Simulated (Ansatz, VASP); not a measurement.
# KMgF3: VASP beside Ansatz

```
K Mg F
1.0
     3.77982    0.00000    0.00000
     0.00000    3.77982    0.00000
     0.00000    0.00000    3.77982
K Mg F
1 1 3
Direct
  0.50000 0.50000 0.50000
  0.00000 0.00000 0.00000
  0.50000 0.00000 0.00000
  0.00000 0.50000 0.00000
  0.00000 0.00000 0.50000
```

Alike in both runs: task single point; functional LDA; k mesh 6 × 6 × 6; no spin polarisation.

|  | VASP | Ansatz |
| --- | --- | --- |
| version | VASP 6.6.1 | Ansatz 0.2.0 |
| potentials or method | VASP PAW LDA potentials, release 64 (K_sv, Mg, F), cutoff 520 eV | scalar-relativistic, plane waves, PAW |
| occupations | gaussian, width 0.01 eV | fixed |
| valence electrons in the cell | 32 | 40 |

Ansatz gave:

| Quantity | Value |
| --- | --- |
| gap on the k mesh at the Fermi level (eV) | 8.31 |
| least direct gap on the mesh (eV) | 8.62 |
| pressure (GPa) | 10.9 |

Problem. What did VASP give for the same quantities?

Solution. gap on the k mesh at the Fermi level (eV): 8.29; least direct gap on the mesh (eV): 8.59; pressure (GPa): 10.0.

LDA's correlation is that of Perdew and Zunger in VASP and of Perdew and Wang (1992) in Ansatz. VASP's potentials hold 32 valence electrons a cell and Ansatz's 40, so a difference there can come from the potentials and not from the codes.
